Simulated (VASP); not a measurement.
A run of VASP 6.6.1:

File INCAR:

```
SYSTEM = Si16C
ALGO = Fast
DIPOL = 0.5 0.5 0.324
EDIFF = 1E-6
ENCUT = 520
GGA = PE
IDIPOL = 3
ISIF = 2
ISMEAR = 0
ISPIN = 2
LASPH = .TRUE.
LCHARG = .FALSE.
LDIPOL = .TRUE.
LORBIT = 11
LREAL = Auto
LWAVE = .FALSE.
MAGMOM = 0 0 0 0 0 0 0 0 0 0 0 0 0 0 0 0 2
NBANDS = 52
NELM = 150
PREC = Accurate
SIGMA = 0.05
```

File KPOINTS:

```
k-points
0
G
  4 4 1
  0 0 0
```

Contents of POSCAR:

```
Si16C
1.0
    7.7021643869      0.0000000000      0.0000000000
    0.0000000000      6.3646811531      0.0000000000
    0.0000000000      0.0000000000     19.7525434939
Si C
16 1
Direct
    0.0000000000      0.9370679262      0.2025055660
    0.5000000000      0.9370679262      0.2025055660
    0.0000000000      0.5629320738      0.2025055660
    0.5000000000      0.5629320738      0.2025055660
    0.2500000000      0.4370679262      0.2587875163
    0.7500000000      0.4370679262      0.2587875163
    0.2500000000      0.0629320738      0.2587875163
    0.7500000000      0.0629320738      0.2587875163
    0.2500000000      0.9333044689      0.3720589473
    0.7500000000      0.9333044689      0.3720589473
    0.2500000000      0.5666955311      0.3720589473
    0.7500000000      0.5666955311      0.3720589473
    0.0000000000      0.4259907553      0.4177964978
    0.5000000000      0.4259907553      0.4177964978
    0.0000000000      0.0740092447      0.4177964978
    0.5000000000      0.0740092447      0.4177964978
    0.0000000000      1.0926574220      0.5105149372
```

Potentials or basis: VASP PAW PBE potentials, release 64 (Si, C).

Launch:

```sh
$ cat potpaw_PBE.64/Si/POTCAR potpaw_PBE.64/C/POTCAR > POTCAR
$ mpirun -np 1 vasp_std > vasp.out
```

Hardware: 1 thread of Oxide Virtual Turin-like Processor, with other jobs on the host.

Task: How long does it take, and how much memory?

Result: It took 76 min on 1 thread of Oxide Virtual Turin-like Processor (shared host), peak memory 1.5 GiB. Counts: scf iterations 34, k points 9.
